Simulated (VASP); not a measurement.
# SnSe2 (P-3m1) in VASP: notebook

The runs below take SnSe2 through single point, with PBE+D3(BJ).

All numbers are computed with VASP 6.6.1; they aren't measurements. Logs are shortened: lines on timing, memory, paths and dates and some standing lists are left out, and cuts for length are marked.

## (1) The cell of the first run

The structure is trigonal, space group P-3m1 (No. 164). The conventional cell has a = 3.840 Å, b = 3.840 Å, c = 6.984 Å, α = 90.00°, β = 90.00°, γ = 120.00°. Within 3.8 Å of Sn (site symmetry -3m) lie 6 Se at 2.89 Å. Within 3.8 Å of Se (site symmetry 3m) lie 3 Sn at 2.89 Å.

## (2) Single point, PBE+D3(BJ)

INCAR reads:

```
SYSTEM = SnSe2
PREC = Accurate
ENCUT = 500
EDIFF = 1E-6
ISMEAR = 0
SIGMA = 0.03
LREAL = .False.
LASPH = .True.
NELM = 120
ALGO = Normal
ISIF = 2
LWAVE = .False.
LCHARG = .True.
GGA = PE
IVDW = 12
LELF = .True.
LVHAR = .True.
NBANDS = 20
GGA_COMPAT = .False.
```

KPOINTS reads:

```
regular mesh
0
Gamma
  12 12 6
  0 0 0
```

POSCAR reads:

```
SnSe2
1.0
    3.8400433021      0.0000000000      0.0000000000
   -1.9200216511      3.3255750513      0.0000000000
    0.0000000000      0.0000000000      6.9835000000
Sn Se
1 2
Direct
    0.0000000000      0.0000000000      0.0000000000
    0.3333333333      0.6666666667      0.2651331237
    0.6666666667      0.3333333333      0.7348668763
```

Potentials or basis: VASP PAW PBE potentials, release 64 (Sn_d, Se).

Started as:

```sh
$ cat potpaw_PBE.64/Sn_d/POTCAR potpaw_PBE.64/Se/POTCAR > POTCAR
$ mpirun -np 1 vasp_std > vasp.out
```

OUTCAR:

```text
SYSTEM = SnSe2
   PREC = Accurate
   ENCUT = 500
   EDIFF = 1E-6
   ISMEAR = 0
   LREAL = .False.
   LASPH = .True.
   NELM = 120
   ISIF = 2
   GGA = PE
   IVDW = 12
 IVDW          = 12

 ion  position               nearest neighbor table
   1  0.000  0.000  0.000-   2 2.89   3 2.89   3 2.89   2 2.89   3 2.89   2 2.89
   2  0.333  0.667  0.265-   1 2.89   1 2.89   1 2.89
   3  0.667  0.333  0.735-   1 2.89   1 2.89   1 2.89

  LATTYP: Found a hexagonal cell.
 ALAT       =     3.8400433021
 C/A-ratio  =     1.8185992841

  Lattice vectors:

 A1 = (   3.8400433021,   0.0000000000,   0.0000000000)
 A2 = (  -1.9200216511,   3.3255750513,   0.0000000000)
 A3 = (   0.0000000000,   0.0000000000,   6.9835000000)

Analysis of symmetry for initial positions (statically):
=====================================================================
 Subroutine PRICEL returns:
 Original cell was already a primitive cell.

 Routine SETGRP: Setting up the symmetry group for a
 hexagonal supercell.

 Subroutine GETGRP returns: Found 12 space group operations
 (whereof 12 operations were pure point group operations)
 out of a pool of 24 trial point group operations.

The static configuration has the point symmetry D_3d.

Analysis of symmetry for dynamics (positions and initial velocities):
=====================================================================
 Subroutine PRICEL returns:
 Original cell was already a primitive cell.

 Routine SETGRP: Setting up the symmetry group for a
 hexagonal supercell.

 Subroutine GETGRP returns: Found 12 space group operations
 (whereof 12 operations were pure point group operations)
 out of a pool of 24 trial point group operations.

The dynamic configuration has the point symmetry D_3d.

 Subroutine INISYM returns: Found 12 space group operations
 (whereof 12 operations are pure point group operations),
 and found     1 'primitive' translations

----------------------------------------------------------------------------------------

                                     Primitive cell

  volume of cell :      89.1818

  direct lattice vectors                    reciprocal lattice vectors
     3.840043302  0.000000000  0.000000000     0.260413730  0.150349937  0.000000000
    -1.920021651  3.325575051  0.000000000     0.000000000  0.300699874  0.000000000
     0.000000000  0.000000000  6.983500000     0.000000000  0.000000000  0.143194673

  length of vectors
     3.840043302  3.840043302  6.983500000     0.300699874  0.300699874  0.143194673

  position of ions in fractional coordinates (direct lattice)
     0.000000000  0.000000000  0.000000000
     0.333333333  0.666666667  0.265133124
     0.666666667  0.333333333  0.734866876

  ion indices of the primitive-cell ions
   primitive index   ion index
                 1           1
                 2           2
                 3           3

----------------------------------------------------------------------------------------

 KPOINTS: regular mesh

Automatic generation of k-mesh.
 Grid dimensions read from file:
 generate k-points for:   12   12    6

 Generating k-lattice:

  Cartesian coordinates                     Fractional coordinates (reciprocal lattice)
     0.021701144  0.012529161  0.000000000     0.083333333  0.000000000  0.000000000
     0.000000000  0.025058323  0.000000000     0.000000000  0.083333333  0.000000000
     0.000000000  0.000000000  0.023865779     0.000000000  0.000000000  0.166666667

  Length of vectors
     0.025058323  0.025058323  0.023865779

  Shift w.r.t. Gamma in fractional coordinates (k-lattice)
     0.000000000  0.000000000  0.000000000

 Subroutine IBZKPT returns following result:
 ===========================================

 Found    100 irreducible k-points:

 Following reciprocal coordinates:
            Coordinates               Weight
  0.000000  0.000000  0.000000      1.000000
  0.083333  0.000000  0.000000      6.000000
  0.166667  0.000000  0.000000      6.000000
  0.250000  0.000000  0.000000      6.000000
  0.333333  0.000000  0.000000      6.000000
  0.416667  0.000000  0.000000      6.000000
[... 16 lines left out ...]
  0.166667  0.000000  0.166667      6.000000
  0.000000  0.166667  0.166667      6.000000
 [... further k-points ...]
   k-points           NKPTS =    100   k-points in BZ     NKDIM =    100   number of bands    NBANDS=     20
   number of dos      NEDOS =    301   number of ions     NIONS =      3
   total plane-waves  NPLWV =  42336
   dimension x,y,z NGX =    28 NGY =   28 NGZ =   54
   dimension x,y,z NGXF=    56 NGYF=   56 NGZF=  108
   ions per type =               1   2
   NGX,Y,Z   is equivalent  to a cutoff of  12.12, 12.12, 12.85 a.u.
   NGXF,Y,Z  is equivalent  to a cutoff of  24.24, 24.24, 25.71 a.u.
 SYSTEM =  SnSe2
   PREC   = accura    normal or accurate (medium, high low for compatibility)
   ISTART =      0    job   : 0-new  1-cont  2-samecut
   ICHARG =      2    charge: 1-file 2-atom 10-const
   ISPIN  =      1    spin polarized calculation?
   LNONCOLLINEAR =      F non collinear calculations
   LSORBIT =      F    spin-orbit coupling
   LASPH  =      T    aspherical Exc in radial PAW
   ENCUT  =  500.0 eV  36.75 Ry    6.06 a.u.   7.00  7.00 12.73*2*pi/ulx,y,z
   NELM   =    120;   NELMIN=  2; NELMDL= -5     # of ELM steps
   EDIFF  = 0.1E-05   stopping-criterion for ELM
   LREAL  =      F    real-space projection
   EDIFFG = 0.1E-04   stopping-criterion for IOM
   NSW    =      0    number of steps for IOM
   IBRION =     -1    ionic relax: 0-MD 1-quasi-New 2-CG
   NFREE  =      0    steps in history (QN), initial steepest desc. (CG)
   ISIF   =      2    stress and relaxation
   ISYM   =      2    0-nonsym 1-usesym 2-fastsym
   POTIM  = 0.5000    time-step for ionic-motion
   TEBEG  =    0.0;   TEEND  =   0.0 temperature during run
   PSTRESS=    0.0 pullay stress
   NELECT =      26.0000    total number of electrons
   NUPDOWN=      -1.0000    fix difference up-down
   EMIN   =  10.00;   EMAX   =-10.00  energy-range for DOS
   EFERMI =   0.00;   METHOD = LEGACY
   ISMEAR =     0;   SIGMA  =   0.03  broadening in eV -4-tet -1-fermi 0-gaus
   EFERMI_NEDOS =   21; number of points for ismear=-14 and -15
   IALGO  =     38    algorithm
   IMIX   =      4    mixing-type and parameters
     AMIX     =   0.40;   BMIX     =  1.00
     AMIX_MAG =   1.60;   BMIX_MAG =  1.00
  volume/ion in A,a.u.               =      29.73       200.61
  Fermi-wavevector in a.u.,A,eV,Ry     =   1.085527  2.051348 16.032680  1.178369
  Thomas-Fermi vector in A             =   2.221643
   LORBIT       =      0    0 simple, 1 ext, 2 COOP (PROOUT), +10 PAW based schemes
   GGA     = PE    functional components
   LHFCALC =     F    Hartree Fock is set to
   AEXX    =    0.0000 exact exchange contribution
   IVDW    =    12    specifies the selected vdW correction
   LEPSILON=     F    determine dielectric tensor
   LRPA    =     F    only Hartree local field effects (RPA)
 non-spin polarized calculation
 Gauss-broadening in eV      SIGMA  =   0.03
  energy-cutoff  :      500.00
  volume of cell :       89.18
 maximum number of plane-waves:      2289
   NGX = 13   NGY = 13   NGZ = 25

 number of electron      26.0000002 magnetization

 Free energy of the ion-electron system (eV)
  ---------------------------------------------------
  ext. energy  EPLUGINS =         0.00000000
  ---------------------------------------------------
  free energy    TOTEN  =       -11.40251611 eV

  energy without entropy =      -11.40206840  energy(sigma->0) =      -11.40229226

 E-fermi :   3.0909     XC(G=0):  -8.9006

 val. band max:        3.0791696113   @ k =   0.0833   0.0000   0.0000
 cond. band min:       3.1014291480   @ k =   0.0000   0.0000   0.3333
 fundamental gap:      0.0222595367
 Fermi energy:         3.0908565901

 k-point     1 :       0.0000    0.0000    0.0000
  band No.  band energies     occupation
      1     -18.3777      2.00000
      2     -18.3777      2.00000
      3     -18.3217      2.00000
      4     -18.3141      2.00000
      5     -18.3141      2.00000
      6     -10.0950      2.00000
[... 12 lines left out ...]
     19      11.3876      0.00000
     20      12.0812      0.00000

 k-point     2 :       0.0833    0.0000    0.0000
  band No.  band energies     occupation
      1     -18.3783      2.00000
      2     -18.3749      2.00000
      3     -18.3202      2.00000
      4     -18.3161      2.00000
      5     -18.3144      2.00000
      6     -10.0377      2.00000
[... 12 lines left out ...]
     19      11.2682      0.00000
     20      11.6695      0.00000

 k-point     3 :       0.1667    0.0000    0.0000
  band No.  band energies     occupation
      1     -18.3805      2.00000
      2     -18.3674      2.00000
      3     -18.3217      2.00000
      4     -18.3158      2.00000
      5     -18.3155      2.00000
      6      -9.8716      2.00000
[... 12 lines left out ...]
     19      11.1119      0.00000
     20      11.7773      0.00000

 k-point     4 :       0.2500    0.0000    0.0000
  band No.  band energies     occupation
      1     -18.3840      2.00000
      2     -18.3572      2.00000
      3     -18.3291      2.00000
      4     -18.3169      2.00000
      5     -18.3095      2.00000
      6      -9.6166      2.00000
[... 12 lines left out ...]
     19      11.5098      0.00000
     20      11.7938      0.00000

 k-point     5 :       0.3333    0.0000    0.0000
  band No.  band energies     occupation
      1     -18.3882      2.00000
      2     -18.3471      2.00000
      3     -18.3360      2.00000
      4     -18.3182      2.00000
      5     -18.3029      2.00000
      6      -9.3123      2.00000
[... 12 lines left out ...]
     19      11.4571      0.00000
     20      12.5540      0.00000

 k-point     6 :       0.4167    0.0000    0.0000
  band No.  band energies     occupation
      1     -18.3916      2.00000
      2     -18.3409      2.00000
      3     -18.3398      2.00000
      4     -18.3190      2.00000
      5     -18.2980      2.00000
      6      -9.0286      2.00000
[... 12 lines left out ...]
     19      11.5786      0.00000
     20      12.5694      0.00000

 k-point     7 :       0.5000    0.0000    0.0000
  band No.  band energies     occupation
      1     -18.3929      2.00000
      2     -18.3426      2.00000
      3     -18.3372      2.00000
      4     -18.3192      2.00000
      5     -18.2962      2.00000
      6      -8.8913      2.00000
[... 12 lines left out ...]
     19      11.7710      0.00000
     20      12.2898      0.00000
[... 277 lines left out ...]
 k-point    20 :       0.0000    0.0000    0.1667
  band No.  band energies     occupation
      1     -18.3777      2.00000
      2     -18.3777      2.00000
      3     -18.3217      2.00000
      4     -18.3141      2.00000
      5     -18.3141      2.00000
      6     -10.0637      2.00000
[... 12 lines left out ...]
     19      11.3076      0.00000
     20      11.9710      0.00000

 k-point    21 :       0.0833    0.0000    0.1667
  band No.  band energies     occupation
      1     -18.3783      2.00000
      2     -18.3749      2.00000
      3     -18.3202      2.00000
      4     -18.3161      2.00000
      5     -18.3144      2.00000
      6     -10.0066      2.00000
[... 12 lines left out ...]
     19      11.1137      0.00000
     20      11.8449      0.00000

 k-point    22 :       0.0000    0.0833    0.1667
  band No.  band energies     occupation
      1     -18.3783      2.00000
      2     -18.3749      2.00000
      3     -18.3202      2.00000
      4     -18.3161      2.00000
      5     -18.3144      2.00000
      6     -10.0067      2.00000
[... 12 lines left out ...]
     19      11.1170      0.00000
     20      11.7262      0.00000

 k-point    23 :       0.1667    0.0000    0.1667
  band No.  band energies     occupation
      1     -18.3805      2.00000
      2     -18.3674      2.00000
      3     -18.3217      2.00000
      4     -18.3158      2.00000
      5     -18.3155      2.00000
      6      -9.8414      2.00000
[... 12 lines left out ...]
     19      11.3202      0.00000
     20      11.5612      0.00000

 k-point    24 :       0.0000    0.1667    0.1667
  band No.  band energies     occupation
      1     -18.3805      2.00000
      2     -18.3674      2.00000
      3     -18.3217      2.00000
      4     -18.3158      2.00000
      5     -18.3155      2.00000
      6      -9.8417      2.00000
[... 12 lines left out ...]
     19      10.8912      0.00000
     20      11.3666      0.00000

 [... further k-points ...]

------------------------ aborting loop because EDIFF is reached ----------------------------------------

 Edisp (eV)   -0.93340

 E8    (eV) :    -0.4087

  FORCE on cell =-STRESS in cart. coord.  units (eV):
  Direction    XX          YY          ZZ          XY          YZ          ZX
  --------------------------------------------------------------------------------------
  -------------------------------------------------------------------------------------
  Total      -2.02033    -2.02033    -7.22237     0.00000     0.00000    -0.00000
  in kB     -36.29580   -36.29580  -129.75213     0.00000     0.00000    -0.00000
  external pressure =      -67.45 kB  Pullay stress =        0.00 kB

 VOLUME and BASIS-vectors are now :
 -----------------------------------------------------------------------------
  energy-cutoff  :      500.00
  volume of cell :       89.18
      direct lattice vectors                 reciprocal lattice vectors
     3.840043302  0.000000000  0.000000000     0.260413730  0.150349937  0.000000000
    -1.920021651  3.325575051  0.000000000     0.000000000  0.300699874  0.000000000
     0.000000000  0.000000000  6.983500000     0.000000000  0.000000000  0.143194673

 POSITION                                       TOTAL-FORCE (eV/Angst)
 -----------------------------------------------------------------------------------
      0.00000      0.00000      0.00000        -0.000000      0.000000      0.000000
     -0.00000      2.21705      1.85156         0.000000      0.000000     -1.662695
      1.92002      1.10853      5.13194        -0.000000      0.000000      1.662695
 -----------------------------------------------------------------------------------
    total drift:                               -0.000000      0.000000      0.000000

  FREE ENERGIE OF THE ION-ELECTRON SYSTEM (eV)
  ---------------------------------------------------
  free  energy   TOTEN  =       -12.3359170315 eV

  energy  without entropy=      -12.3354693190  energy(sigma->0) =      -12.33569318
```

It took 61 s on 1 thread of Intel Xeon 6975P-C (Granite Rapids), shared host; peak memory 0.31 GiB.

What came out:

```
Free energy                : -12.3359 eV
Pressure                   : -6.7 GPa
Largest force              : 1.663 eV/Å
Band gap on the k mesh     : zero (band 13 reaches 3.13 eV, above the bottom of band 14 at 2.79 eV)
Dispersion energy per atom : -0.311 eV
```

Forces on the atoms (eV/Å):
```
Sn   0.000  0.000  0.000
Se   0.000  0.000 -1.663
Se   0.000  0.000  1.663
```

Stress tensor (GPa, compression positive):
```
 -3.63   0.00   0.00
  0.00  -3.63   0.00
  0.00   0.00 -12.98
```

Caveat: spin-orbit coupling is left out, which moves the levels of the heavy elements; forces of over 1 eV/Å act on the atoms, so gaps and moduli don't describe the material at rest.

[end of part 1 of 2]
